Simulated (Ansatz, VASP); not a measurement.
**One calculation of Ru, two programs**

```
Ru
1.0
     2.72372    0.00000    0.00000
    -1.36186    2.35881    0.00000
     0.00000    0.00000    4.31026
Ru
2
Direct
  0.66667 0.33333 0.75000
  0.33333 0.66667 0.25000
```

Alike in both runs: task single point; functional LDA; k mesh 11 × 11 × 6; occupations fermi-dirac, width 0.05 eV; non-collinear spin, spin-orbit coupling.

```csv
,VASP,Ansatz
version,VASP 6.6.1,Ansatz 0.2.0
potentials or method,"VASP PAW LDA potentials, release 64 (Ru_pv)",Ansatz PAW
plane-wave cutoff (eV),520,420
valence electrons in the cell,28,32
```

```tsv
	VASP	Ansatz	Ansatz less VASP
pressure (GPa)	-17.0	-17.9	-0.84
traceless stress, the component that is largest in VASP (GPa)	-0.76	-0.84	-0.072
```

LDA's correlation is that of Perdew and Zunger in VASP and of Perdew and Wang (1992) in Ansatz. VASP's potentials hold 28 valence electrons a cell and Ansatz's 32, so a difference there can come from the potentials and not from the codes.
